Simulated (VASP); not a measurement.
Input of a VASP 6.6.1 run:

INCAR

```
SYSTEM = SiC
ALGO = Normal ; EDIFF = 1E-6
ENCUT = 520 ; GGA = PE
ISIF = 2 ; ISMEAR = 0
LASPH = .TRUE. ; LCHARG = .FALSE.
LREAL = .FALSE. ; LWAVE = .FALSE.
NBANDS = 36 ; NELM = 60
PREC = Accurate ; SIGMA = 0.05
```

KPOINTS

```
k-points
0
G
  6 9 3
  0 0 0
```

POSCAR

```
SiC
1.0
    4.3480000000      0.0000000000      0.0000000000
    0.0000000000      2.1740000000     -2.1740000000
    0.0000000000      8.6433203436      8.6433203436
Si C
6 6
Direct
    0.0000000000      0.0000000000      0.6916776265
    0.5000000000      0.5000000000      0.0628683513
    0.0000000000      0.0000000000      0.1886302064
    0.5000000000      0.5000000000      0.3143920614
    0.0000000000      0.0000000000      0.4401539164
    0.5000000000      0.5000000000      0.5659157714
    0.7500000000      0.0000000000      0.3143920614
    0.2500000000      0.5000000000      0.4401539164
    0.7500000000      0.0000000000      0.5659157714
    0.2500000000      0.5000000000      0.6916776265
    0.7500000000      0.0000000000      0.0628683513
    0.2500000000      0.5000000000      0.1886302064
```

Potentials or basis: VASP PAW PBE potentials, release 64 (Si, C).

Launch:

```console
$ cat potpaw_PBE.64/Si/POTCAR potpaw_PBE.64/C/POTCAR > POTCAR
$ mpirun -np 1 vasp_std > vasp.out
```

**Question.** Estimate the largest force.

**Answer.** 3.187 eV/Å.

**Question.** Predict the band gap on the k mesh.

**Answer.** 0.35 eV (least direct gap 0.42 eV).

**Question.** What does it give for the pressure?

**Answer.** -1.5 GPa.

Forces on the atoms (eV/Å):
```
Si   2.816 -1.055 -1.055
Si   2.816  1.055  1.055
Si  -0.338 -0.697 -0.697
Si   0.329  0.009  0.009
Si   0.329 -0.009 -0.009
Si  -0.338  0.697  0.697
C   -0.104  0.191  0.191
C   -0.104 -0.191 -0.191
C   -0.907  0.337  0.337
C   -1.796  0.470  0.470
C   -1.796 -0.470 -0.470
C   -0.907 -0.337 -0.337
```

Caveat: the cell differs from its parent crystal (the distance across one plane changed); an odd mesh through Γ misses points on the zone boundary, where band edges can lie; forces of over 1 eV/Å act on the atoms, so gaps and moduli don't describe the material at rest.
